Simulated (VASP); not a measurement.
# AlNi (Pmmm) in VASP: single point with PBEsol

Aim: the single point of AlNi with PBEsol.

All numbers are computed with VASP 6.6.1; they aren't measurements. Logs are shortened: lines on timing, memory, paths and dates and some standing lists are left out, and cuts for length are marked.

### 1 The cell of the first run

Symmetry: Pmmm, No. 47, orthorhombic system. Conventional cell: a = 2.869 Å, b = 2.963 Å, c = 3.068 Å, α = 90.00°, β = 90.00°, γ = 90.00°. Within 3.4 Å of Al (site symmetry mmm) lie 8 Ni at 2.57 Å and 6 Al at 2.87 to 3.07 Å. Within 3.4 Å of Ni (site symmetry mmm) lie 8 Al at 2.57 Å and 6 Ni at 2.87 to 3.07 Å.

### 2 Single point, PBEsol (normal strain along x +0.0367, normal strain along y +0.0733)

Input file INCAR:

```
  ALGO = Fast
  EDIFF = 1E-6
  ENCUT = 520
  GGA = PS
  ISIF = 2
  ISMEAR = 0
  LASPH = T
  LCHARG = F
  LREAL = F
  LWAVE = F
  NBANDS = 14
  NELM = 100
  PREC = Accurate
  SIGMA = 0.15
```

Input file KPOINTS:

```
k-points
0
Gamma
  16 16 16
```

Input file POSCAR:

```
AlNi
1.0
    2.0953776693     -2.0953219876      0.0000000000
    2.1693516104      2.1692978945      0.0000000000
    0.0000000000      0.0000000000      2.8688666979
Al Ni
1 1
Direct
    0.0000000000      0.0000000000      0.0000000000
    0.5000000000      0.5000000000      0.5000000000
```

Potentials or basis: VASP PAW PBE potentials, release 64 (Al, Ni).

The run is started by

```
cat potpaw_PBE.64/Al/POTCAR potpaw_PBE.64/Ni/POTCAR > POTCAR
mpirun -np 1 vasp_std > vasp.out
```

OUTCAR:

```text
EDIFF = 1E-6
   ENCUT = 520
   GGA = PS
   ISIF = 2
   ISMEAR = 0
   LASPH = T
   LREAL = F
   NELM = 100
   PREC = Accurate

 ion  position               nearest neighbor table
   1  0.000  0.000  0.000-   2 2.57   2 2.57   2 2.57   2 2.57   2 2.57   2 2.57   2 2.57   2 2.57

   2  0.500  0.500  0.500-   1 2.57   1 2.57   1 2.57   1 2.57   1 2.57   1 2.57   1 2.57   1 2.57

  LATTYP: Found a simple monoclinic cell.
 ALAT       =     2.9632721456
 B/A-ratio  =     0.9681414858
 C/A-ratio  =     1.0353043310
 COS(beta)  =    -0.0000256678

  Lattice vectors:

 A1 = (   2.0953776693,  -2.0953219876,   0.0000000000)
 A2 = (   0.0000000000,   0.0000000000,   2.8688666979)
 A3 = (  -2.1693516104,  -2.1692978945,   0.0000000000)

Analysis of symmetry for initial positions (statically):
=====================================================================
 Subroutine PRICEL returns:
 Original cell was already a primitive cell.

 Routine SETGRP: Setting up the symmetry group for a
 simple monoclinic supercell.

 Subroutine GETGRP returns: Found  4 space group operations
 (whereof  4 operations were pure point group operations)
 out of a pool of  4 trial point group operations.

The static configuration has the point symmetry C_2h.

Analysis of symmetry for dynamics (positions and initial velocities):
=====================================================================
 Subroutine PRICEL returns:
 Original cell was already a primitive cell.

 Routine SETGRP: Setting up the symmetry group for a
 simple monoclinic supercell.

 Subroutine GETGRP returns: Found  4 space group operations
 (whereof  4 operations were pure point group operations)
 out of a pool of  4 trial point group operations.

The dynamic configuration has the point symmetry C_2h.

 Subroutine INISYM returns: Found  4 space group operations
 (whereof  4 operations are pure point group operations),
 and found     1 'primitive' translations

----------------------------------------------------------------------------------------

                                     Primitive cell

  volume of cell :      26.0808

  direct lattice vectors                    reciprocal lattice vectors
     2.095377669 -2.095321988  0.000000000     0.238620684 -0.238626593  0.000000000
     2.169351610  2.169297895  0.000000000     0.230483406  0.230489530  0.000000000
     0.000000000  0.000000000  2.868866698     0.000000000  0.000000000  0.348569699

  length of vectors
     2.963272146  3.067888486  2.868866698     0.337464786  0.325957089  0.348569699

  position of ions in fractional coordinates (direct lattice)
     0.000000000  0.000000000  0.000000000
     0.500000000  0.500000000  0.500000000

  ion indices of the primitive-cell ions
   primitive index   ion index
                 1           1
                 2           2

----------------------------------------------------------------------------------------

 KPOINTS: k-points

Automatic generation of k-mesh.
 Grid dimensions read from file:
 generate k-points for:   16   16   16

 Generating k-lattice:

  Cartesian coordinates                     Fractional coordinates (reciprocal lattice)
     0.014913793 -0.014914162  0.000000000     0.062500000  0.000000000  0.000000000
     0.014405213  0.014405596  0.000000000     0.000000000  0.062500000  0.000000000
     0.000000000  0.000000000  0.021785606     0.000000000  0.000000000  0.062500000

  Length of vectors
     0.021091549  0.020372318  0.021785606

  Shift w.r.t. Gamma in fractional coordinates (k-lattice)
     0.000000000  0.000000000  0.000000000

 Subroutine IBZKPT returns following result:
 ===========================================

 Found   1170 irreducible k-points:

 Following reciprocal coordinates:
            Coordinates               Weight
  0.000000  0.000000  0.000000      1.000000
  0.062500 -0.000000  0.000000      2.000000
  0.125000 -0.000000  0.000000      2.000000
  0.187500 -0.000000  0.000000      2.000000
  0.250000 -0.000000  0.000000      2.000000
  0.312500 -0.000000  0.000000      2.000000
[... 16 lines left out ...]
 -0.187500  0.062500  0.000000      2.000000
 -0.125000  0.062500  0.000000      2.000000
 [... further k-points ...]
   k-points           NKPTS =   1170   k-points in BZ     NKDIM =   1170   number of bands    NBANDS=     14
   number of dos      NEDOS =    301   number of ions     NIONS =      2
   total plane-waves  NPLWV =  13824
   dimension x,y,z NGX =    24 NGY =   24 NGZ =   24
   dimension x,y,z NGXF=    48 NGYF=   48 NGZF=   48
   ions per type =               1   1
   NGX,Y,Z   is equivalent  to a cutoff of  13.46, 13.01, 13.91 a.u.
   NGXF,Y,Z  is equivalent  to a cutoff of  26.93, 26.01, 27.82 a.u.
 SYSTEM =  unknown system
   PREC   = accura    normal or accurate (medium, high low for compatibility)
   ISTART =      0    job   : 0-new  1-cont  2-samecut
   ICHARG =      2    charge: 1-file 2-atom 10-const
   ISPIN  =      1    spin polarized calculation?
   LNONCOLLINEAR =      F non collinear calculations
   LSORBIT =      F    spin-orbit coupling
   LASPH  =      T    aspherical Exc in radial PAW
   ENCUT  =  520.0 eV  38.22 Ry    6.18 a.u.   5.51  5.70  5.33*2*pi/ulx,y,z
   NELM   =    100;   NELMIN=  2; NELMDL= -5     # of ELM steps
   EDIFF  = 0.1E-05   stopping-criterion for ELM
   LREAL  =      F    real-space projection
   EDIFFG = 0.1E-04   stopping-criterion for IOM
   NSW    =      0    number of steps for IOM
   IBRION =     -1    ionic relax: 0-MD 1-quasi-New 2-CG
   NFREE  =      0    steps in history (QN), initial steepest desc. (CG)
   ISIF   =      2    stress and relaxation
   ISYM   =      2    0-nonsym 1-usesym 2-fastsym
   POTIM  = 0.5000    time-step for ionic-motion
   TEBEG  =    0.0;   TEEND  =   0.0 temperature during run
   PSTRESS=    0.0 pullay stress
   NELECT =      13.0000    total number of electrons
   NUPDOWN=      -1.0000    fix difference up-down
   EMIN   =  10.00;   EMAX   =-10.00  energy-range for DOS
   EFERMI =   0.00;   METHOD = LEGACY
   ISMEAR =     0;   SIGMA  =   0.15  broadening in eV -4-tet -1-fermi 0-gaus
   EFERMI_NEDOS =   21; number of points for ismear=-14 and -15
   IALGO  =     68    algorithm
   IMIX   =      4    mixing-type and parameters
     AMIX     =   0.40;   BMIX     =  1.00
     AMIX_MAG =   1.60;   BMIX_MAG =  1.00
  volume/ion in A,a.u.               =      13.04        88.00
  Fermi-wavevector in a.u.,A,eV,Ry     =   1.298022  2.452906 22.923934  1.684862
  Thomas-Fermi vector in A             =   2.429377
   LORBIT       =      0    0 simple, 1 ext, 2 COOP (PROOUT), +10 PAW based schemes
   GGA     = PS    functional components
   LHFCALC =     F    Hartree Fock is set to
   AEXX    =    0.0000 exact exchange contribution
   IVDW    =     0    specifies the selected vdW correction
   LEPSILON=     F    determine dielectric tensor
   LRPA    =     F    only Hartree local field effects (RPA)
 non-spin polarized calculation
 RMM-DIIS sequential band-by-band and
 Gauss-broadening in eV      SIGMA  =   0.15
  energy-cutoff  :      520.00
  volume of cell :       26.08
 maximum number of plane-waves:       726
 NGX is ok and might be reduce to    24
   NGX = 11   NGY = 11   NGZ = 11

 number of electron      13.0000004 magnetization

 Free energy of the ion-electron system (eV)
  ---------------------------------------------------
  ext. energy  EPLUGINS =         0.00000000
  ---------------------------------------------------
  free energy    TOTEN  =       -11.45100572 eV

  energy without entropy =      -11.44028669  energy(sigma->0) =      -11.44564621

 E-fermi :   8.8063     XC(G=0): -11.7519

 val. band max:        8.8008542677   @ k =   0.1250   0.1250   0.3750
 cond. band min:       8.8066826888   @ k =  -0.3125   0.0625   0.3750
 fundamental gap:      0.0058284212
 Fermi energy:         8.8063490728

 k-point     1 :       0.0000    0.0000    0.0000
  band No.  band energies     occupation
      1      -1.7164      2.00000
      2       5.9299      2.00000
      3       5.9689      2.00000
      4       7.3467      2.00000
      5       7.4359      2.00000
      6       7.5157      2.00000
      7      12.8506      0.00000
      8      13.9658      0.00000
      9      15.0910      0.00000
     10      16.3253      0.00000
     11      16.8235      0.00000
     12      21.2296      0.00000
     13      28.0147      0.00000
     14      28.7659      0.00000

 k-point     2 :       0.0625   -0.0000    0.0000
  band No.  band energies     occupation
      1      -1.6486      2.00000
      2       5.9375      2.00000
      3       5.9709      2.00000
      4       7.3126      2.00000
      5       7.4388      2.00000
      6       7.4922      2.00000
      7      12.9462      0.00000
      8      13.2259      0.00000
      9      15.1755      0.00000
     10      16.3966      0.00000
     11      17.4319      0.00000
     12      21.4692      0.00000
     13      27.0666      0.00000
     14      28.7243      0.00000

 k-point     3 :       0.1250   -0.0000    0.0000
  band No.  band energies     occupation
      1      -1.4459      2.00000
      2       5.9193      2.00000
      3       6.0019      2.00000
      4       7.2193      2.00000
      5       7.4265      2.00000
      6       7.4470      2.00000
      7      11.9066      0.00000
      8      13.2244      0.00000
      9      15.4245      0.00000
     10      16.4486      0.00000
     11      18.4522      0.00000
     12      22.2621      0.00000
     13      25.5473      0.00000
     14      27.3263      0.00000

 k-point     4 :       0.1875   -0.0000    0.0000
  band No.  band energies     occupation
      1      -1.1102      2.00000
      2       5.8192      2.00000
      3       6.0656      2.00000
      4       7.0890      2.00000
      5       7.3320      2.00000
      6       7.4593      2.00000
      7      10.6055      0.00000
      8      13.6643      0.00000
      9      15.8258      0.00000
     10      16.5084      0.00000
     11      19.2480      0.00000
     12      23.6405      0.00000
     13      24.0275      0.00000
     14      25.8672      0.00000

 k-point     5 :       0.2500   -0.0000    0.0000
  band No.  band energies     occupation
      1      -0.6451      2.00000
      2       5.5556      2.00000
      3       6.1437      2.00000
      4       6.9471      2.00000
      5       7.2255      2.00000
      6       7.4739      2.00000
      7       9.5240      0.00000
      8      14.2423      0.00000
      9      16.3642      0.00000
     10      16.5829      0.00000
     11      19.8512      0.00000
[... 276 lines left out ...]
 k-point    22 :      -0.2500    0.0625    0.0000
  band No.  band energies     occupation
      1      -0.5841      2.00000
      2       5.5794      2.00000
      3       6.1372      2.00000
      4       6.9145      2.00000
      5       7.2284      2.00000
      6       7.4560      2.00000
      7       9.5743      0.00000
      8      13.5321      0.00000
      9      16.4386      0.00000
     10      17.2011      0.00000
     11      20.0268      0.00000
     12      21.9154      0.00000
     13      24.4973      0.00000
     14      25.4120      0.00000

 k-point    23 :      -0.1875    0.0625    0.0000
  band No.  band energies     occupation
      1      -1.0481      2.00000
      2       5.8368      2.00000
      3       6.0575      2.00000
      4       7.0548      2.00000
      5       7.3338      2.00000
      6       7.4413      2.00000
      7      10.6626      0.00000
      8      13.0140      0.00000
      9      15.9024      0.00000
     10      17.1138      0.00000
     11      19.3915      0.00000
     12      23.2788      0.00000
     13      23.7339      0.00000
     14      25.9018      0.00000

 k-point    24 :      -0.1250    0.0625    0.0000
  band No.  band energies     occupation
      1      -1.3831      2.00000
      2       5.9275      2.00000
      3       5.9967      2.00000
      4       7.1890      2.00000
      5       7.4193      2.00000
      6       7.4370      2.00000
      7      11.9521      0.00000
      8      12.6293      0.00000
      9      15.5028      0.00000
     10      17.0417      0.00000
     11      18.5495      0.00000
     12      22.3696      0.00000
     13      24.7692      0.00000
     14      27.3552      0.00000

 [... further k-points ...]
[... 5 lines left out ...]
  --------------------------------------------------------------------------------------
  -------------------------------------------------------------------------------------
  Total       -2.5375006     -2.5367996     -1.9985962     -0.1120409      0.0000000      0.0000000
  in kB     -155.8817447   -155.8386801   -122.7761954     -6.8828112      0.0000000      0.0000000
  external PRESSURE =    -144.8322067 kB  Pullay stress =       0.0000000 kB

 VOLUME and BASIS-vectors are now :
 -----------------------------------------------------------------------------
  energy-cutoff  :      520.00
  volume of cell :       26.08
      direct lattice vectors                 reciprocal lattice vectors
     2.095377669 -2.095321988  0.000000000     0.238620684 -0.238626593  0.000000000
     2.169351610  2.169297895  0.000000000     0.230483406  0.230489530  0.000000000
     0.000000000  0.000000000  2.868866698     0.000000000  0.000000000  0.348569699

 POSITION                                       TOTAL-FORCE (eV/Angst)
 -----------------------------------------------------------------------------------
      0.00000      0.00000      0.00000         0.000000     -0.000000      0.000000
      2.13236      0.03699      1.43443        -0.000000      0.000000      0.000000
 -----------------------------------------------------------------------------------
    total drift:                                0.000000     -0.000000     -0.000000

  FREE ENERGIE OF THE ION-ELECTRON SYSTEM (eV)
  ---------------------------------------------------
  free  energy   TOTEN  =       -11.4510057219 eV

  energy  without entropy=      -11.4402866912  energy(sigma->0) =      -11.44564621
```

It took 4.9 min on 1 thread of Intel Xeon 6975P-C, shared host; peak memory 0.52 GiB.

Results:

```yaml
Free_energy: -11.4510 eV
Pressure: -14.5 GPa
```

Stress tensor (GPa, compression positive):
```
-15.59  -0.69   0.00
 -0.69 -15.58   0.00
  0.00   0.00 -12.28
```

Caveat: the cell differs from its parent crystal (normal strain along x +0.0367, normal strain along y +0.0733); the PAW data sets were made with another functional, which shifts forces and pressure a little. Spin polarisation is off, so any magnetic state and its effect on volume and gap are missing.
